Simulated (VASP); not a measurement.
# Ta2Au3 (Pm-3m) in VASP: further runs, part 2 of 2

VASP 6.6.1. The steps go on from the part before.

### Step 5. Single point, PBE

This run uses another cell than the first one, of 24.11 Å³/atom, 0.991 times its volume.

The input, INCAR:

```
SYSTEM = Ta2Au3
PREC = Accurate
ENCUT = 520
EDIFF = 1E-6
ISMEAR = 0
SIGMA = 0.1
LREAL = .False.
LASPH = .True.
NELM = 100
ALGO = Normal
ISIF = 2
LWAVE = .False.
LCHARG = .False.
GGA = PE
NBANDS = 36
```

The input, KPOINTS:

```
regular mesh
0
Gamma
  4 4 4
  0 0 0
```

The input, POSCAR:

```
Ta2Au3
1.0
    4.9400660300      0.0000000000      0.0000000000
    0.0000000000      4.9400660300      0.0000000000
    0.0000000000      0.0000000000      4.9400660300
Ta Au
2 3
Direct
    0.5000000000      0.5000000000      0.5000000000
    0.0000000000      0.0000000000      0.0000000000
    0.0000000000      0.5000000000      0.5000000000
    0.5000000000      0.0000000000      0.5000000000
    0.5000000000      0.5000000000      0.0000000000
```

Potentials or basis: VASP PAW PBE potentials, release 64 (Ta_pv, Au).

On the command line:

```sh
cat potpaw_PBE.64/Ta_pv/POTCAR potpaw_PBE.64/Au/POTCAR > POTCAR
mpirun -np 1 vasp_std > vasp.out
```

OUTCAR:

```text
SYSTEM = Ta2Au3
   PREC = Accurate
   ENCUT = 520
   EDIFF = 1E-6
   ISMEAR = 0
   LREAL = .False.
   LASPH = .True.
   NELM = 100
   ISIF = 2
   GGA = PE

 ion  position               nearest neighbor table
   1  0.500  0.500  0.500-   3 2.47   4 2.47   5 2.47   5 2.47   4 2.47   3 2.47
   2  0.000  0.000  0.000-   3 3.49   4 3.49   5 3.49   3 3.49   4 3.49   3 3.49   5 3.49   3 3.49
                             4 3.49   5 3.49   4 3.49   5 3.49
   3  0.000  0.500  0.500-   1 2.47   1 2.47   4 3.49   5 3.49   2 3.49   5 3.49   2 3.49   4 3.49
                             2 3.49   2 3.49   4 3.49   5 3.49   5 3.49   4 3.49
   4  0.500  0.000  0.500-   1 2.47   1 2.47   3 3.49   5 3.49   2 3.49   5 3.49   2 3.49   3 3.49
                             5 3.49   5 3.49   2 3.49   3 3.49   2 3.49   3 3.49
   5  0.500  0.500  0.000-   1 2.47   1 2.47   3 3.49   4 3.49   2 3.49   3 3.49   4 3.49   2 3.49
                             4 3.49   4 3.49   2 3.49   3 3.49   3 3.49   2 3.49

  LATTYP: Found a simple cubic cell.
 ALAT       =     4.9400660300

  Lattice vectors:

 A1 = (   4.9400660300,   0.0000000000,   0.0000000000)
 A2 = (   0.0000000000,   4.9400660300,   0.0000000000)
 A3 = (   0.0000000000,   0.0000000000,   4.9400660300)

Analysis of symmetry for initial positions (statically):
=====================================================================
 Subroutine PRICEL returns:
 Original cell was already a primitive cell.

 Routine SETGRP: Setting up the symmetry group for a
 simple cubic supercell.

 Subroutine GETGRP returns: Found 48 space group operations
 (whereof 48 operations were pure point group operations)
 out of a pool of 48 trial point group operations.

The static configuration has the point symmetry O_h .

Analysis of symmetry for dynamics (positions and initial velocities):
=====================================================================
 Subroutine PRICEL returns:
 Original cell was already a primitive cell.

 Routine SETGRP: Setting up the symmetry group for a
 simple cubic supercell.

 Subroutine GETGRP returns: Found 48 space group operations
 (whereof 48 operations were pure point group operations)
 out of a pool of 48 trial point group operations.

The dynamic configuration has the point symmetry O_h .

 Subroutine INISYM returns: Found 48 space group operations
 (whereof 48 operations are pure point group operations),
 and found     1 'primitive' translations

----------------------------------------------------------------------------------------

                                     Primitive cell

  volume of cell :     120.5586

  direct lattice vectors                    reciprocal lattice vectors
     4.940066030  0.000000000  0.000000000     0.202426444  0.000000000  0.000000000
     0.000000000  4.940066030  0.000000000     0.000000000  0.202426444  0.000000000
     0.000000000  0.000000000  4.940066030     0.000000000  0.000000000  0.202426444

  length of vectors
     4.940066030  4.940066030  4.940066030     0.202426444  0.202426444  0.202426444

  position of ions in fractional coordinates (direct lattice)
     0.500000000  0.500000000  0.500000000
     0.000000000  0.000000000  0.000000000
     0.000000000  0.500000000  0.500000000
     0.500000000  0.000000000  0.500000000
     0.500000000  0.500000000  0.000000000

  ion indices of the primitive-cell ions
   primitive index   ion index
[... 37 lines left out ...]
  0.250000  0.250000  0.000000     12.000000
  0.500000  0.250000  0.000000     12.000000
  0.500000  0.500000  0.000000      3.000000
  0.250000  0.250000  0.250000      8.000000
  0.500000  0.250000  0.250000     12.000000
  0.500000  0.500000  0.250000      6.000000
  0.500000  0.500000  0.500000      1.000000
   k-points           NKPTS =     10   k-points in BZ     NKDIM =     10   number of bands    NBANDS=     36
   number of dos      NEDOS =    301   number of ions     NIONS =      5
   total plane-waves  NPLWV =  64000
   dimension x,y,z NGX =    40 NGY =   40 NGZ =   40
   dimension x,y,z NGXF=    80 NGYF=   80 NGZF=   80
   ions per type =               2   3
   NGX,Y,Z   is equivalent  to a cutoff of  13.46, 13.46, 13.46 a.u.
   NGXF,Y,Z  is equivalent  to a cutoff of  26.92, 26.92, 26.92 a.u.
 SYSTEM =  Ta2Au3
   PREC   = accura    normal or accurate (medium, high low for compatibility)
   ISTART =      0    job   : 0-new  1-cont  2-samecut
   ICHARG =      2    charge: 1-file 2-atom 10-const
   ISPIN  =      1    spin polarized calculation?
   LNONCOLLINEAR =      F non collinear calculations
   LSORBIT =      F    spin-orbit coupling
   LASPH  =      T    aspherical Exc in radial PAW
   ENCUT  =  520.0 eV  38.22 Ry    6.18 a.u.   9.19  9.19  9.19*2*pi/ulx,y,z
   NELM   =    100;   NELMIN=  2; NELMDL= -5     # of ELM steps
   EDIFF  = 0.1E-05   stopping-criterion for ELM
   LREAL  =      F    real-space projection
   EDIFFG = 0.1E-04   stopping-criterion for IOM
   NSW    =      0    number of steps for IOM
   IBRION =     -1    ionic relax: 0-MD 1-quasi-New 2-CG
   NFREE  =      0    steps in history (QN), initial steepest desc. (CG)
   ISIF   =      2    stress and relaxation
   ISYM   =      2    0-nonsym 1-usesym 2-fastsym
   POTIM  = 0.5000    time-step for ionic-motion
   TEBEG  =    0.0;   TEEND  =   0.0 temperature during run
   PSTRESS=    0.0 pullay stress
   NELECT =      55.0000    total number of electrons
   NUPDOWN=      -1.0000    fix difference up-down
   EMIN   =  10.00;   EMAX   =-10.00  energy-range for DOS
   EFERMI =   0.00;   METHOD = LEGACY
   ISMEAR =     0;   SIGMA  =   0.10  broadening in eV -4-tet -1-fermi 0-gaus
   EFERMI_NEDOS =   21; number of points for ismear=-14 and -15
   IALGO  =     38    algorithm
   IMIX   =      4    mixing-type and parameters
     AMIX     =   0.40;   BMIX     =  1.00
     AMIX_MAG =   1.60;   BMIX_MAG =  1.00
  volume/ion in A,a.u.               =      24.11       162.71
  Fermi-wavevector in a.u.,A,eV,Ry     =   1.260268  2.381562 21.609806  1.588276
  Thomas-Fermi vector in A             =   2.393786
   LORBIT       =      0    0 simple, 1 ext, 2 COOP (PROOUT), +10 PAW based schemes
   GGA     = PE    functional components
   LHFCALC =     F    Hartree Fock is set to
   AEXX    =    0.0000 exact exchange contribution
   IVDW    =     0    specifies the selected vdW correction
   LEPSILON=     F    determine dielectric tensor
   LRPA    =     F    only Hartree local field effects (RPA)
 non-spin polarized calculation
 Gauss-broadening in eV      SIGMA  =   0.10
  energy-cutoff  :      520.00
  volume of cell :      120.56
 maximum number of plane-waves:      3294
 NGX is ok and might be reduce to    40
   NGX = 19   NGY = 19   NGZ = 19

 number of electron      54.9999992 magnetization

 Free energy of the ion-electron system (eV)
  ---------------------------------------------------
  ext. energy  EPLUGINS =         0.00000000
  ---------------------------------------------------
  free energy    TOTEN  =       -25.69107727 eV

  energy without entropy =      -25.68354681  energy(sigma->0) =      -25.68731204

 E-fermi :   4.8986     XC(G=0): -10.7759

 val. band max:        4.7981795070   @ k =   0.2500   0.0000   0.0000
 cond. band min:       5.0377506399   @ k =   0.5000   0.2500   0.0000
 fundamental gap:      0.2395711328
 Fermi energy:         4.8986180165

 k-point     1 :       0.0000    0.0000    0.0000
  band No.  band energies     occupation
      1     -31.1235      2.00000
      2     -31.1235      2.00000
      3     -31.1235      2.00000
      4     -30.0147      2.00000
      5     -30.0147      2.00000
      6     -30.0146      2.00000
[... 379 lines left out ...]
     35       6.7456      0.00000
     36       6.7456      0.00000

------------------------ aborting loop because EDIFF is reached ----------------------------------------

  FORCE on cell =-STRESS in cart. coord.  units (eV):
  Direction    XX          YY          ZZ          XY          YZ          ZX
  --------------------------------------------------------------------------------------
  -------------------------------------------------------------------------------------
  Total        0.1922098      0.1922098      0.1922098     -0.0000000      0.0000000      0.0000000
  in kB        2.5543943      2.5543943      2.5543943     -0.0000000      0.0000000      0.0000000
  external PRESSURE =       2.5543943 kB  Pullay stress =       0.0000000 kB

 VOLUME and BASIS-vectors are now :
 -----------------------------------------------------------------------------
  energy-cutoff  :      520.00
  volume of cell :      120.56
      direct lattice vectors                 reciprocal lattice vectors
     4.940066030  0.000000000  0.000000000     0.202426444  0.000000000  0.000000000
     0.000000000  4.940066030  0.000000000     0.000000000  0.202426444  0.000000000
     0.000000000  0.000000000  4.940066030     0.000000000  0.000000000  0.202426444

 POSITION                                       TOTAL-FORCE (eV/Angst)
 -----------------------------------------------------------------------------------
      2.47003      2.47003      2.47003         0.000000      0.000000      0.000000
      0.00000      0.00000      0.00000         0.000000      0.000000      0.000000
      0.00000      2.47003      2.47003         0.000000      0.000000      0.000000
      2.47003      0.00000      2.47003         0.000000      0.000000      0.000000
      2.47003      2.47003      0.00000         0.000000      0.000000      0.000000
 -----------------------------------------------------------------------------------
    total drift:                               -0.000000     -0.000000     -0.000000

  FREE ENERGIE OF THE ION-ELECTRON SYSTEM (eV)
  ---------------------------------------------------
  free  energy   TOTEN  =       -25.6910772696 eV

  energy  without entropy=      -25.6835468144  energy(sigma->0) =      -25.68731204
```

OSZICAR:

```text
N       E                     dE             d eps       ncg     rms          rms(c)
DAV:   1     0.417630659206E+03    0.41763E+03   -0.28066E+04   736   0.144E+03
DAV:   2    -0.127119546154E+02   -0.43034E+03   -0.41638E+03   800   0.363E+02
DAV:   3    -0.289731782919E+02   -0.16261E+02   -0.15837E+02   872   0.643E+01
DAV:   4    -0.293477707852E+02   -0.37459E+00   -0.37127E+00   860   0.948E+00
DAV:   5    -0.293534442603E+02   -0.56735E-02   -0.56672E-02   792   0.119E+00    0.203E+01
DAV:   6    -0.280598562658E+02    0.12936E+01   -0.28790E+01   816   0.149E+01    0.123E+01
DAV:   7    -0.265821183091E+02    0.14777E+01   -0.33174E+01   872   0.121E+01    0.103E+01
DAV:   8    -0.257191973238E+02    0.86292E+00   -0.22127E+00   768   0.447E+00    0.339E+00
DAV:   9    -0.256957903370E+02    0.23407E-01   -0.28428E-01   876   0.149E+00    0.975E-01
DAV:  10    -0.256919463810E+02    0.38440E-02   -0.52929E-02   832   0.884E-01    0.208E-01
DAV:  11    -0.256910739587E+02    0.87242E-03   -0.37521E-03   816   0.283E-01    0.122E-01
DAV:  12    -0.256910820788E+02   -0.81201E-05   -0.77481E-04   840   0.100E-01    0.484E-02
DAV:  13    -0.256910799858E+02    0.20930E-05   -0.79896E-05   852   0.362E-02    0.116E-02
DAV:  14    -0.256910774541E+02    0.25317E-05   -0.16234E-05   824   0.133E-02    0.358E-03
DAV:  15    -0.256910772696E+02    0.18447E-06   -0.13182E-06   508   0.550E-03
   1 F= -.25691077E+02 E0= -.25687312E+02  d E =-.753046E-02
```

Run time: 22 s. Hardware: 1 thread of Intel Xeon 6975P-C (Granite Rapids), shared host; peak memory 0.24 GiB.

What came out:

```
Free energy : -25.6911 eV
Pressure    : 0.3 GPa
```

Levels at points of the mesh, in eV from the Fermi level:
```csv
k point,band 25,band 26,band 27,band 28,band 29,band 30
"(0.00, 0.00, 0.00)",0.46,0.46,0.46,0.79,0.79,0.79
"(0.50, 0.00, 0.00)",-0.42,-0.42,-0.27,-0.12,0.25,0.74
"(0.50, 0.50, 0.00)",-2.51,-0.72,-0.29,-0.23,-0.23,0.53
"(0.50, 0.50, 0.50)",-2.02,-2.02,-2.02,-2.02,-0.43,-0.43
```

Caveat: spin-orbit coupling is left out, which moves the levels of the heavy elements.

### Step 6. The runs side by side

```tsv
task	cell	k mesh	cutoff (eV)	gap on the mesh (eV)	pressure (GPa)
single point	a = 4.954 Å, 5 atoms	8 × 8 × 8	520	none	0.1
relaxation of cell and atoms	relaxed from a = 4.940 Å, 5 atoms	8 × 8 × 8	600	none	0.0
single point	a = 4.940 Å, 5 atoms	4 × 4 × 4	520	none	0.3
```

Alike in all rows: level PBE; potentials or basis VASP PAW PBE potentials, release 64 (Ta_pv, Au); no spin polarisation; smearing gaussian 0.1 eV.

Caveats: spin-orbit coupling is left out, which moves the levels of the heavy elements.

Total energies depend on the potentials used, so only differences within one code and one set of settings carry meaning.
